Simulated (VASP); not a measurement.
Input of a VASP 6.6.1 run:

INCAR

```
SYSTEM = Be2C
PREC     = Accurate       ! precision mode
ENCUT    = 520            ! plane-wave cutoff, eV
EDIFF    = 1E-8           ! SCF threshold, eV
ISMEAR   = -1             ! smearing method
SIGMA    = 0.08           ! smearing width, eV
LREAL    = .FALSE.        ! projectors in reciprocal space
LASPH    = .TRUE.         ! aspherical terms in the spheres
NELM     = 120            ! most SCF steps
ALGO     = Normal         ! electronic algorithm
ISIF     = 2              ! what is computed and relaxed
LWAVE    = .FALSE.        ! write WAVECAR
LCHARG   = .FALSE.        ! write CHGCAR
GGA      = PE             ! functional
LEFG     = .TRUE.       
NBANDS   = 11             ! bands
GGA_COMPAT= .FALSE.
```

File KPOINTS:

```
regular mesh
0
G
  14 14 14
  0 0 0
```

POSCAR

```
Be2C
1.0
    0.0000000000      2.1650000000      2.1650000000
    2.1650000000      0.0000000000      2.1650000000
    2.1650000000      2.1650000000      0.0000000000
Be C
2 1
Direct
    0.2500000000      0.2500000000      0.2500000000
    0.7500000000      0.7500000000      0.7500000000
    0.0000000000      0.0000000000      0.0000000000
```

Potentials or basis: VASP PAW PBE potentials, release 64 (Be, C).

Run with:

```sh
$ cat potpaw_PBE.64/Be/POTCAR potpaw_PBE.64/C/POTCAR > POTCAR
$ mpirun -np 1 vasp_std > vasp.out
```

Question: Estimate the band gap on the k mesh.

Answer: 1.16 eV, indirect (least direct gap 4.13 eV).

Question: Predict the pressure.

Answer: 0.2 GPa.

Caveat: without QUAD_EFG the Cq values of the log hold for a quadrupole moment of 1 mb, not for the nuclei. A k mesh can miss the band edges.
